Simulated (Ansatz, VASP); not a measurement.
NbSiO4: VASP beside Ansatz

```
Nb Si O
1.0
     0.00000    3.12361    3.12361
     3.12361    0.00000    3.12361
     3.12361    3.12361    0.00000
Nb Si O
1 1 4
Direct
  0.25000 0.25000 0.25000
  0.00000 0.00000 0.00000
  0.62457 0.62457 0.12630
  0.62457 0.12630 0.62457
  0.12630 0.62457 0.62457
  0.62457 0.62457 0.62457
```

Change from the starting cell: species swapped into the HoCdCu4 type (F-43m, No. 216).

Alike in both runs: functional PBE; k mesh 10 × 10 × 10; occupations gaussian, width 0.1 eV; collinear spin.

Ansatz relaxed the structure, and its values are those at the end. VASP's run is a single point on that final structure, the one shown.

|  | VASP | Ansatz |
| --- | --- | --- |
| version | VASP 6.6.1 | Ansatz 0.2.0 |
| potentials or method | VASP PAW PBE potentials, release 64 (Nb_sv, Si, O), cutoff 520 eV | scalar-relativistic, plane waves, PAW |
| valence electrons in the cell | 41 | 41 |

Ansatz gave:

| Property | Result |
| --- | --- |
| gap on the k mesh at the Fermi level (eV) | none |
| pressure (GPa) | 0.0 |
| net moment per atom (μB) | 0.41 |
| size of the moment on the site where the two differ most (μB) | 0.58 |

Task: What did VASP give for the same quantities?

Result: gap on the k mesh at the Fermi level (eV): none; pressure (GPa): -0.2; net moment per atom (μB): 0.41; size of the moment on the site where the two differ most (μB): 0.53.

Site moments also hang on the region over which each program counts them. A gap of «none» marks a metal or a gap that the smearing closes.
